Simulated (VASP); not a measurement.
Here is a VASP 6.6.1 calculation.

INCAR

```
ALGO     = Fast           # electronic algorithm
EDIFF    = 1E-6           # SCF threshold, eV
ENCUT    = 520            # plane-wave cutoff, eV
GGA      = PE             # functional
ISIF     = 2              # what is computed and relaxed
ISMEAR   = 0              # smearing method
LASPH    = T              # aspherical terms in the spheres
LCHARG   = T              # write CHGCAR
LELF     = T              # ELF
LREAL    = F              # projectors in reciprocal space
LVHAR    = T            
LWAVE    = F              # write WAVECAR
NBANDS   = 34             # bands
NELM     = 80             # most SCF steps
PREC     = Accurate       # precision mode
SIGMA    = 0.1            # smearing width, eV
```

The input KPOINTS:

```
k-points
0
Gamma
  12 12 12
```

File POSCAR:

```
ScW3
1.0
    4.1114664767      0.0000000000      0.0000000000
    0.0000000000      4.1114664767      0.0000000000
    0.0000000000      0.0000000000      4.1114664767
Sc W
1 3
Direct
    0.0000000000      0.0000000000      0.0000000000
    0.0000000000      0.5000000000      0.5000000000
    0.5000000000      0.5000000000      0.0000000000
    0.5000000000      0.0000000000      0.5000000000
```

Potentials or basis: VASP PAW PBE potentials, release 64 (Sc_sv, W_sv).

Launch:

```bash
$ cat potpaw_PBE.64/Sc_sv/POTCAR potpaw_PBE.64/W_sv/POTCAR > POTCAR
$ mpirun -np 1 vasp_std > vasp.out
```

Task: What does it give for the pressure?

Result: 0.3 GPa.
